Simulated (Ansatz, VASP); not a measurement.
Al5GaAs6 in VASP and in Ansatz

```
Al Ga As
1.0
     4.07602    0.00000    0.00000
     0.00000   12.15188    0.00000
     0.00000    0.00000    5.69463
Al Ga As
5 1 6
Direct
  0.00000 0.83309 0.99943
  0.00000 0.16691 0.99943
  0.50000 0.33344 0.49932
  0.00000 0.50000 0.99946
  0.50000 0.66656 0.49932
  0.50000 0.00000 0.49949
  0.50000 0.83281 0.75139
  0.00000 0.00000 0.24855
  0.50000 0.16719 0.75139
  0.00000 0.33347 0.25070
  0.50000 0.50000 0.75083
  0.00000 0.66653 0.25070
```

Alike in both runs: functional PBE; k mesh 4 × 2 × 4; occupations gaussian, width 0.1 eV; no spin polarisation.

Ansatz relaxed the structure, and its values are those at the end. VASP's run is a single point on that final structure, the one shown.

```csv
,VASP,Ansatz
version,VASP 6.6.1,Ansatz 0.2.0
potentials or method,"VASP PAW PBE potentials, release 64 (Al, Ga_d, As), cutoff 520 eV","scalar-relativistic, plane waves, PAW"
valence electrons in the cell,58,118
```

VASP gave:

| Item | Value |
| --- | --- |
| gap on the k mesh at the Fermi level (eV) | 1.43 |
| least direct gap on the mesh (eV) | 1.43 |
| pressure (GPa) | 0.3 |
| rms of the force components (eV/Å) | 0.005 |

Task: What did Ansatz give for the same quantities?

Result: gap on the k mesh at the Fermi level (eV): 1.43; least direct gap on the mesh (eV): 1.43; pressure (GPa): 0.1; rms of the force components (eV/Å): 0.005.

The functional is the same, so the differences come from potentials, cutoffs and numerics. VASP's potentials hold 58 valence electrons a cell and Ansatz's 118, so a difference there can come from the potentials and not from the codes.
